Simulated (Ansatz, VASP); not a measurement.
**One calculation of Rh, two programs**

Contents of INCAR:

```
PREC = Accurate
ENCUT = 600
EDIFF = 1E-6
ISMEAR = -1
SIGMA = 0.08
LREAL = False
LASPH = True
NELM = 80
ALGO = Normal
ISIF = 3
LWAVE = False
LCHARG = False
GGA = PE
IBRION = 2
NSW = 100
EDIFFG = -0.005
```

The input KPOINTS:

```
Automatic mesh
0
Gamma
  14 14 14
```

The input POSCAR:

```
Rh
1.0
    2.5065663020      0.0000000000      0.0000000000
    0.0000000000      2.5065663020      0.0000000000
    0.0000000000      0.0000000000      2.5065663020
Rh
1
Direct
    0.0000000000      0.0000000000      0.0000000000
```

Input for Ansatz:

```yaml
crystal:
  lattice:
    - [2.506566302, 0.0, 0.0]
    - [0.0, 2.506566302, 0.0]
    - [0.0, 0.0, 2.506566302]
  atoms:
    - { symbol: Rh, position: [0.0, 0.0, 0.0] }
kpoints:
  mp_grid: { grid: [14, 14, 14] }
scf:
  occupations: { method: fermi_dirac, width: 0.08 }
hamiltonian:
  xc: pbe
  pseudopotentials: { kind: paw }
output:
  forces: true
  stress: true
relax:
  f_tol: 0.005
  max_steps: 80
  cell: {}
```

Alike in both runs: task relaxation of cell and atoms; functional PBE; k mesh 14 × 14 × 14; occupations fermi-dirac, width 0.08 eV; no spin polarisation.

```csv
,VASP,Ansatz
version,VASP 6.6.1,Ansatz 0.2.0
potentials or method,"VASP PAW PBE potentials, release 64 (Rh_pv)","PAW with Ansatz's default frozen-core files, scalar-relativistic"
plane-wave cutoff (eV),600,420
valence electrons in the cell,15,17
```

|  | VASP | Ansatz | Ansatz less VASP |
| --- | --- | --- | --- |
| relaxed volume (Å³/atom) | 16.31 | 16.31 | +0.003 |
| relaxed cell length with the largest relative difference (Å) | 2.536 | 2.536 | +0.0002 |

VASP's potentials hold 15 valence electrons a cell and Ansatz's 17, so a difference there can come from the potentials and not from the codes.
